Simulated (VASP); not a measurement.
Here is a VASP 6.6.1 calculation.

The input INCAR:

```
PREC = Accurate
ENCUT = 520
EDIFF = 1E-6
ISMEAR = 0
SIGMA = 0.02
LREAL = False
LASPH = True
NELM = 60
ALGO = Normal
ISIF = 2
LWAVE = False
LCHARG = False
GGA = PE
NBANDS = 30
```

File KPOINTS:

```
Automatic mesh
0
Gamma
  6 6 6
```

Contents of POSCAR:

```
In3As
1.0
    4.6716810000      0.0000000000      0.0000000000
    0.0000000000      4.6716810000      0.0000000000
    0.0000000000      0.0000000000      4.6716810000
In As
3 1
Direct
    0.5000000000      0.5000000000      0.0000000000
    0.5000000000      0.0000000000      0.5000000000
    0.0000000000      0.5000000000      0.5000000000
    0.0000000000      0.0000000000      0.0000000000
```

Potentials or basis: VASP PAW PBE potentials, release 64 (In_d, As).

Command:

```sh
$ cat potpaw_PBE.64/In_d/POTCAR potpaw_PBE.64/As/POTCAR > POTCAR
$ mpirun -np 1 vasp_std > vasp.out
```

Problem. Estimate the band gap on the k mesh.

Solution. Zero (band 22 reaches 7.11 eV, above the bottom of band 23 at 3.27 eV).

Problem. What does it give for the pressure?

Solution. 0.5 GPa.

Caveat: spin-orbit coupling is left out, which moves the levels of the heavy elements.
